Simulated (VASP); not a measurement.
A run of VASP 6.6.1:

Contents of POSCAR:

```
NaI
1.0
    0.0000000000      3.2297205453      3.1276613761
    3.2297205453      0.0000000000      3.1276613761
    3.2297205453      3.2297205453      0.0000000000
Na I
1 1
Direct
    0.0000000000      0.0000000000      0.0000000000
    0.5000000000      0.5000000000      0.5000000000
```

File INCAR.step1:

```
SYSTEM = NaI
  ALGO = Normal
  EDIFF = 1E-4
  ENCUT = 520
  GGA = PE
  ISMEAR = 0
  LASPH = .TRUE.
  LCHARG = .FALSE.
  LREAL = .FALSE.
  LWAVE = .TRUE.
  NBANDS = 14
  NELM = 100
  PREC = Accurate
  SIGMA = 0.01
```

The input INCAR.step2:

```
SYSTEM = NaI
  ALGO = Normal
  EDIFF = 1E-6
  ENCUT = 520
  ISIF = 2
  ISMEAR = 0
  ISTART = 1
  LASPH = .TRUE.
  LCHARG = .FALSE.
  LMIXTAU = .TRUE.
  LREAL = .FALSE.
  LWAVE = .FALSE.
  METAGGA = R2SCAN
  NBANDS = 14
  NELM = 100
  PREC = Accurate
  SIGMA = 0.01
```

Contents of KPOINTS:

```
k-points
0
G
  8 8 8
  0 0 0
```

Potentials or basis: VASP PAW PBE potentials, release 64 (Na_pv, I).

Launch:

```sh
$ cat potpaw_PBE.64/Na_pv/POTCAR potpaw_PBE.64/I/POTCAR > POTCAR
$ cp INCAR.step1 INCAR
$ mpirun -np 1 vasp_std > vasp.out
$ cp INCAR.step2 INCAR
$ mpirun -np 1 vasp_std > vasp.out
```

Hardware: 1 thread of Intel Xeon 8259CL, with other jobs on the host.

Problem. How long does it take, and how much memory?

Solution. Run time: 4.1 min on 1 thread of Intel Xeon 8259CL (shared host), peak memory 0.24 GiB. Counts: k points 59.
